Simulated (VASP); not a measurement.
# YSb (zincblende type) (F-43m) in VASP: a series of runs

Runs on YSb (zincblende type). Level: LDA. Tasks: single point.

Program: VASP 6.6.1. These are calculated values, not measurements. Logs are shortened: lines on timing, memory, paths and dates and some standing lists are left out, and cuts for length are marked.

## 1. The cell of the first run

The structure is cubic, space group F-43m (No. 216). Conventional cell: a = 6.433 Å, b = 6.433 Å, c = 6.433 Å, α = 90.00°, β = 90.00°, γ = 90.00°. Within 3.7 Å of Y (site symmetry -43m) lie 4 Sb at 2.79 Å. Sb (site symmetry -43m) has 4 Y at 2.79 Å within 3.7 Å.

## 2. Single point, LDA (volume scaled by 0.85)

Contents of INCAR:

```
ALGO = Normal
EDIFF = 1E-6
ENCUT = 520
GGA = CA
ISIF = 2
ISMEAR = -1
LASPH = True
LCHARG = False
LREAL = False
LWAVE = False
NBANDS = 15
NELM = 100
PREC = Accurate
SIGMA = 0.1
```

Contents of KPOINTS:

```
k-points
0
Gamma
  12 12 12
```

Contents of POSCAR:

```
YSb
1.0
    0.0000000000      3.2167484018      3.2167484018
    3.2167484018      0.0000000000      3.2167484018
    3.2167484018      3.2167484018      0.0000000000
Y Sb
1 1
Direct
    0.0000000000      0.0000000000      0.0000000000
    0.2500000000      0.2500000000      0.2500000000
```

Potentials or basis: VASP PAW LDA potentials, release 64 (Y_sv, Sb).

Started as:

```sh
cat potpaw_LDA.64/Y_sv/POTCAR potpaw_LDA.64/Sb/POTCAR > POTCAR
mpirun -np 1 vasp_std > vasp.out
```

OUTCAR:

```text
EDIFF = 1E-6
   ENCUT = 520
   GGA = CA
   ISIF = 2
   ISMEAR = -1
   LASPH = True
   LREAL = False
   NELM = 100
   PREC = Accurate

 ion  position               nearest neighbor table
   1  0.000  0.000  0.000-   2 2.79   2 2.79   2 2.79   2 2.79
   2  0.250  0.250  0.250-   1 2.79   1 2.79   1 2.79   1 2.79

  LATTYP: Found a face centered cubic cell.
 ALAT       =     6.4334968036

  Lattice vectors:

 A1 = (   0.0000000000,   3.2167484018,   3.2167484018)
 A2 = (   3.2167484018,   0.0000000000,   3.2167484018)
 A3 = (   3.2167484018,   3.2167484018,   0.0000000000)

Analysis of symmetry for initial positions (statically):
=====================================================================
 Subroutine PRICEL returns:
 Original cell was already a primitive cell.

 Routine SETGRP: Setting up the symmetry group for a
 face centered cubic supercell.

 Subroutine GETGRP returns: Found 24 space group operations
 (whereof 24 operations were pure point group operations)
 out of a pool of 48 trial point group operations.

The static configuration has the point symmetry T_d .

Analysis of symmetry for dynamics (positions and initial velocities):
=====================================================================
 Subroutine PRICEL returns:
 Original cell was already a primitive cell.

 Routine SETGRP: Setting up the symmetry group for a
 face centered cubic supercell.

 Subroutine GETGRP returns: Found 24 space group operations
 (whereof 24 operations were pure point group operations)
 out of a pool of 48 trial point group operations.

The dynamic configuration has the point symmetry T_d .

 Subroutine INISYM returns: Found 24 space group operations
 (whereof 24 operations are pure point group operations),
 and found     1 'primitive' translations

----------------------------------------------------------------------------------------

                                     Primitive cell

  volume of cell :      66.5704

  direct lattice vectors                    reciprocal lattice vectors
     0.000000000  3.216748402  3.216748402    -0.155436465  0.155436465  0.155436465
     3.216748402  0.000000000  3.216748402     0.155436465 -0.155436465  0.155436465
     3.216748402  3.216748402  0.000000000     0.155436465  0.155436465 -0.155436465

  length of vectors
     4.549169217  4.549169217  4.549169217     0.269223855  0.269223855  0.269223855

  position of ions in fractional coordinates (direct lattice)
     0.000000000  0.000000000  0.000000000
     0.250000000  0.250000000  0.250000000

  ion indices of the primitive-cell ions
   primitive index   ion index
                 1           1
                 2           2

----------------------------------------------------------------------------------------

 KPOINTS: k-points

Automatic generation of k-mesh.
 Grid dimensions read from file:
 generate k-points for:   12   12   12

 Generating k-lattice:

  Cartesian coordinates                     Fractional coordinates (reciprocal lattice)
    -0.012953039  0.012953039  0.012953039     0.083333333  0.000000000  0.000000000
     0.012953039 -0.012953039  0.012953039     0.000000000  0.083333333  0.000000000
     0.012953039  0.012953039 -0.012953039     0.000000000  0.000000000  0.083333333

  Length of vectors
     0.022435321  0.022435321  0.022435321

  Shift w.r.t. Gamma in fractional coordinates (k-lattice)
     0.000000000  0.000000000  0.000000000

 Subroutine IBZKPT returns following result:
 ===========================================

 Found     72 irreducible k-points:

 Following reciprocal coordinates:
            Coordinates               Weight
  0.000000  0.000000  0.000000      1.000000
  0.083333  0.000000  0.000000      8.000000
  0.166667  0.000000  0.000000      8.000000
  0.250000  0.000000  0.000000      8.000000
  0.333333  0.000000  0.000000      8.000000
  0.416667  0.000000  0.000000      8.000000
[... 16 lines left out ...]
  0.500000  0.166667  0.000000     24.000000
 -0.416667  0.166667  0.000000     24.000000
 [... further k-points ...]
   k-points           NKPTS =     72   k-points in BZ     NKDIM =     72   number of bands    NBANDS=     15
   number of dos      NEDOS =    301   number of ions     NIONS =      2
   total plane-waves  NPLWV =  46656
   dimension x,y,z NGX =    36 NGY =   36 NGZ =   36
   dimension x,y,z NGXF=    72 NGYF=   72 NGZF=   72
   ions per type =               1   1
   NGX,Y,Z   is equivalent  to a cutoff of  13.16, 13.16, 13.16 a.u.
   NGXF,Y,Z  is equivalent  to a cutoff of  26.31, 26.31, 26.31 a.u.
 SYSTEM =  unknown system
   PREC   = accura    normal or accurate (medium, high low for compatibility)
   ISTART =      0    job   : 0-new  1-cont  2-samecut
   ICHARG =      2    charge: 1-file 2-atom 10-const
   ISPIN  =      1    spin polarized calculation?
   LNONCOLLINEAR =      F non collinear calculations
   LSORBIT =      F    spin-orbit coupling
   LASPH  =      T    aspherical Exc in radial PAW
   ENCUT  =  520.0 eV  38.22 Ry    6.18 a.u.   8.46  8.46  8.46*2*pi/ulx,y,z
   NELM   =    100;   NELMIN=  2; NELMDL= -5     # of ELM steps
   EDIFF  = 0.1E-05   stopping-criterion for ELM
   LREAL  =      F    real-space projection
   EDIFFG = 0.1E-04   stopping-criterion for IOM
   NSW    =      0    number of steps for IOM
   IBRION =     -1    ionic relax: 0-MD 1-quasi-New 2-CG
   NFREE  =      0    steps in history (QN), initial steepest desc. (CG)
   ISIF   =      2    stress and relaxation
   ISYM   =      2    0-nonsym 1-usesym 2-fastsym
   POTIM  = 0.5000    time-step for ionic-motion
   TEBEG  =    0.0;   TEEND  =   0.0 temperature during run
   PSTRESS=    0.0 pullay stress
   NELECT =      16.0000    total number of electrons
   NUPDOWN=      -1.0000    fix difference up-down
   EMIN   =  10.00;   EMAX   =-10.00  energy-range for DOS
   EFERMI =   0.00;   METHOD = LEGACY
   ISMEAR =    -1;   SIGMA  =   0.10  broadening in eV -4-tet -1-fermi 0-gaus
   EFERMI_NEDOS =   21; number of points for ismear=-14 and -15
   IALGO  =     38    algorithm
   IMIX   =      4    mixing-type and parameters
     AMIX     =   0.40;   BMIX     =  1.00
     AMIX_MAG =   1.60;   BMIX_MAG =  1.00
  volume/ion in A,a.u.               =      33.29       224.62
  Fermi-wavevector in a.u.,A,eV,Ry     =   1.017859  1.923475 14.096146  1.036037
  Thomas-Fermi vector in A             =   2.151284
   LORBIT       =      0    0 simple, 1 ext, 2 COOP (PROOUT), +10 PAW based schemes
   GGA     = CA    functional components
   LHFCALC =     F    Hartree Fock is set to
   AEXX    =    0.0000 exact exchange contribution
   IVDW    =     0    specifies the selected vdW correction
   LEPSILON=     F    determine dielectric tensor
   LRPA    =     F    only Hartree local field effects (RPA)
 non-spin polarized calculation
  energy-cutoff  :      520.00
  volume of cell :       66.57
 maximum number of plane-waves:      1820
 NGX is ok and might be reduce to    36
   NGX = 17   NGY = 17   NGZ = 17

 number of electron      16.0000000 magnetization

 Free energy of the ion-electron system (eV)
  ---------------------------------------------------
  ext. energy  EPLUGINS =         0.00000000
  ---------------------------------------------------
  free energy    TOTEN  =       -12.56144453 eV

  energy without entropy =      -12.56045767  energy(sigma->0) =      -12.56095110

 E-fermi :   3.6125     XC(G=0):  -9.1404

 val. band max:        3.0577590985   @ k =   0.5000   0.5000   0.0000
 cond. band min:       4.0928720877   @ k =   0.5000   0.5000   0.0000
 fundamental gap:      1.0351129892
 Fermi energy:         3.6124539383

 k-point     1 :       0.0000    0.0000    0.0000
  band No.  band energies     occupation
      1     -38.5372      2.00000
      2     -18.7104      2.00000
      3     -18.7104      2.00000
      4     -18.7104      2.00000
      5      -5.6164      2.00000
      6       2.1239      2.00000
      7       2.1239      2.00000
      8       2.1239      2.00000
      9       5.8616      0.00000
     10       5.8616      0.00000
     11       6.3779      0.00000
     12       9.9495      0.00000
     13       9.9495      0.00000
     14       9.9495      0.00000
     15      11.6440      0.00000

 k-point     2 :       0.0833    0.0000    0.0000
  band No.  band energies     occupation
      1     -38.5369      2.00000
      2     -18.7175      2.00000
      3     -18.7114      2.00000
      4     -18.7114      2.00000
      5      -5.5634      2.00000
      6       1.9817      2.00000
      7       2.1527      2.00000
      8       2.1527      2.00000
      9       5.8130      0.00000
     10       5.8130      0.00000
     11       6.6407      0.00000
     12       9.6721      0.00000
     13      10.0596      0.00000
     14      10.0596      0.00000
     15      11.1758      0.00000

 k-point     3 :       0.1667    0.0000    0.0000
  band No.  band energies     occupation
      1     -38.5359      2.00000
      2     -18.7370      2.00000
      3     -18.7141      2.00000
      4     -18.7141      2.00000
      5      -5.4154      2.00000
      6       1.6606      2.00000
      7       2.2277      2.00000
      8       2.2277      2.00000
      9       5.7235      0.00000
     10       5.7235      0.00000
     11       7.2451      0.00000
     12       9.0132      0.00000
     13      10.1162      0.00000
     14      10.1162      0.00000
     15      10.4148      0.00000
[... 343 lines left out ...]
 k-point    23 :       0.5000    0.1667    0.0000
  band No.  band energies     occupation
      1     -38.5315      2.00000
      2     -18.8082      2.00000
      3     -18.7385      2.00000
      4     -18.7305      2.00000
      5      -4.6805      2.00000
      6       1.0240      2.00000
      7       2.1666      2.00000
      8       2.5784      1.99994
      9       5.3421      0.00000
     10       6.1279      0.00000
     11       6.2496      0.00000
     12       7.8488      0.00000
     13       8.3374      0.00000
     14       9.0405      0.00000
     15      12.3979      0.00000

 k-point    24 :      -0.4167    0.1667    0.0000
  band No.  band energies     occupation
      1     -38.5314      2.00000
      2     -18.8094      2.00000
      3     -18.7412      2.00000
      4     -18.7288      2.00000
      5      -4.6648      2.00000
      6       1.0720      2.00000
      7       2.0809      2.00000
      8       2.5775      1.99994
      9       5.4497      0.00000
     10       5.9404      0.00000
     11       6.3240      0.00000
     12       7.9492      0.00000
     13       8.2192      0.00000
     14       9.0075      0.00000
     15      12.2028      0.00000

 [... further k-points ...]
[... 5 lines left out ...]
  --------------------------------------------------------------------------------------
  -------------------------------------------------------------------------------------
  Total        3.9964858      3.9964858      3.9964858     -0.0000000      0.0000000      0.0000000
  in kB       96.1850509     96.1850509     96.1850509     -0.0000000      0.0000000      0.0000000
  external PRESSURE =      96.1850509 kB  Pullay stress =       0.0000000 kB

 VOLUME and BASIS-vectors are now :
 -----------------------------------------------------------------------------
  energy-cutoff  :      520.00
  volume of cell :       66.57
      direct lattice vectors                 reciprocal lattice vectors
     0.000000000  3.216748402  3.216748402    -0.155436465  0.155436465  0.155436465
     3.216748402  0.000000000  3.216748402     0.155436465 -0.155436465  0.155436465
     3.216748402  3.216748402  0.000000000     0.155436465  0.155436465 -0.155436465

 POSITION                                       TOTAL-FORCE (eV/Angst)
 -----------------------------------------------------------------------------------
      0.00000      0.00000      0.00000         0.000000      0.000000      0.000000
      1.60837      1.60837      1.60837        -0.000000     -0.000000     -0.000000
 -----------------------------------------------------------------------------------
    total drift:                                0.000000      0.000000      0.000000

  FREE ENERGIE OF THE ION-ELECTRON SYSTEM (eV)
  ---------------------------------------------------
  free  energy   TOTEN  =       -12.5614445311 eV

  energy  without entropy=      -12.5604576750  energy(sigma->0) =      -12.56095110
```

Wall time 3.6 min (1 thread of AMD EPYC 7R13, shared host); peak memory 0.21 GiB.

What came out:

```
Free energy            : -12.5614 eV
Pressure               : 9.6 GPa
Band gap on the k mesh : 1.04 eV, direct
```

Levels at points of the mesh, in eV from the valence-band top:
```tsv
k point	band 6	band 7	band 8	band 9	band 10	band 11
(0.00, 0.00, 0.00)	-0.93	-0.93	-0.93	2.80	2.80	3.32
(0.50, 0.00, 0.00)	-2.18	-0.61	-0.61	3.01	3.16	3.16
(0.50, 0.50, 0.00)	-2.51	0.00	0.00	1.04	2.94	3.56
```

Caveat: spin-orbit coupling is left out, which moves the levels of the heavy elements. A k mesh can miss the band edges.

## 3. Single point, LDA (volume scaled by 0.95)

Contents of INCAR:

```
PREC     = Accurate       # precision mode
ENCUT    = 520            # plane-wave cutoff, eV
EDIFF    = 1E-6           # SCF threshold, eV
ISMEAR   = -1             # smearing method
SIGMA    = 0.1            # smearing width, eV
LREAL    = F              # projectors in reciprocal space
LASPH    = T              # aspherical terms in the spheres
NELM     = 60             # most SCF steps
ALGO     = Normal         # electronic algorithm
ISIF     = 2              # what is computed and relaxed
LWAVE    = F              # write WAVECAR
LCHARG   = F              # write CHGCAR
NBANDS   = 15             # bands
```

Contents of KPOINTS:

```
regular mesh
0
Gamma
  12 12 12
```

Contents of POSCAR:

```
YSb
1.0
    0.0000000000      3.3382484322      3.3382484322
    3.3382484322      0.0000000000      3.3382484322
    3.3382484322      3.3382484322      0.0000000000
Y Sb
1 1
Direct
    0.0000000000      0.0000000000      0.0000000000
    0.2500000000      0.2500000000      0.2500000000
```

Potentials or basis: VASP PAW LDA potentials, release 64 (Y_sv, Sb).

Started as:

```sh
cat potpaw_LDA.64/Y_sv/POTCAR potpaw_LDA.64/Sb/POTCAR > POTCAR
mpirun -np 1 vasp_std > vasp.out
```

Run time: 3.2 min. Hardware: 1 thread of AMD EPYC 7R13, shared host; peak memory 0.22 GiB.

It converged, with:

```
Free energy            : -12.8457 eV
Pressure               : 2.5 GPa
Band gap on the k mesh : 1.22 eV, direct
```

Levels at points of the mesh, in eV from the valence-band top:
| k point | band 5 | band 6 | band 7 | band 8 | band 9 | band 10 | band 11 | band 12 |
| --- | --- | --- | --- | --- | --- | --- | --- | --- |
| (0.00, 0.00, 0.00) | -8.30 | -0.72 | -0.72 | -0.72 | 2.75 | 2.75 | 3.00 | 6.55 |
| (0.50, 0.00, 0.00) | -7.60 | -1.94 | -0.44 | -0.44 | 2.86 | 3.05 | 3.05 | 4.60 |
| (0.50, 0.50, 0.00) | -7.36 | -2.17 | 0.00 | 0.00 | 1.22 | 2.74 | 3.42 | 3.64 |

Caveat: spin-orbit coupling is left out, which moves the levels of the heavy elements. A k mesh can miss the band edges.
